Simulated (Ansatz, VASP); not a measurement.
# One calculation of C, two programs

```
C
1.0
     2.46488    0.00000    0.00000
    -1.23244    2.13465    0.00000
     0.00000    0.00000   20.60609
C
12
Direct
  0.61646 0.10876 0.92087
  0.53840 0.42155 0.45141
  0.76115 0.24178 0.79996
  0.74445 0.43553 0.28426
  0.18724 0.23644 0.60482
  0.53898 0.85295 0.29014
  0.82733 0.69633 0.12862
  0.52106 0.15006 0.61753
  0.37950 0.81884 0.78853
  0.32670 0.57796 0.11051
  0.28289 0.68581 0.43656
  0.27582 0.77399 0.95480
```

Change from the starting cell: all atoms moved at random (sigma 0.3 Å a component).

Alike in both runs: task single point; functional PBE; dispersion D3(BJ); k mesh 18 × 18 × 2; occupations gaussian, width 0.15 eV; no spin polarisation.

|  | VASP | Ansatz |
| --- | --- | --- |
| version | VASP 6.6.1 | Ansatz 0.2.0 |
| potentials or method | VASP PAW PBE potentials, release 64 (C), cutoff 600 eV | scalar-relativistic, plane waves, PAW |
| valence electrons in the cell | 48 | 48 |

Ansatz gave:

| Item | Value |
| --- | --- |
| gap on the k mesh at the Fermi level (eV) | none |
| rms of the force components (eV/Å) | 17.138 |

Question: Estimate VASP's values.

Answer: gap on the k mesh at the Fermi level (eV): none; rms of the force components (eV/Å): 17.593.

Atom by atom the forces differ by 0.478 eV/Å (rms over components). A gap of «none» marks a metal or a gap that the smearing closes.
